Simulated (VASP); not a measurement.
Set up this calculation in VASP 6.6.1, as the native input.

```
Task                   : single point
Functional             : LDA
Potentials or basis    : VASP PAW LDA potentials, release 64 (C)
Cutoff                 : 520 eV
k mesh                 : 16 × 16 × 16
Occupations            : fermi-dirac, width 0.03 eV
Spin                   : no spin polarisation
Dipole correction      : no
Further INCAR settings : ALGO = Normal; EDIFF = 1e-06; NBANDS = 11
```

The structure of C lies in POSCAR:

```
C
1.0
    0.0000000000      1.7592970453      1.7592970453
    1.7592970453      0.0000000000      1.7592970453
    1.7592970453      1.7592970453      0.0000000000
C
2
Direct
    0.5000000000      0.5000000000      0.5000000000
    0.7500000000      0.7500000000      0.7500000000
```

This cell differs from its parent crystal: volume scaled by 0.96.

The input as run:

INCAR

```
ALGO = Normal
EDIFF = 1E-6
ENCUT = 520
ISIF = 2
ISMEAR = -1
LASPH = T
LCHARG = F
LREAL = F
LWAVE = F
NBANDS = 11
NELM = 80
PREC = Accurate
SIGMA = 0.03
```

KPOINTS

```
k-points
0
Gamma
  16 16 16
```

Potentials or basis: VASP PAW LDA potentials, release 64 (C).

The run is started by

```sh
$ cat potpaw_LDA.64/C/POTCAR > POTCAR
$ mpirun -np 1 vasp_std > vasp.out
```

It gave:

* Pressure: 7.0 GPa
* Band gap on the k mesh: 4.20 eV, indirect (least direct gap 5.66 eV)

Run time: 8.6 s on 1 thread of Intel Xeon 6975P-C, with other jobs on the host, peak memory 0.12 GiB.
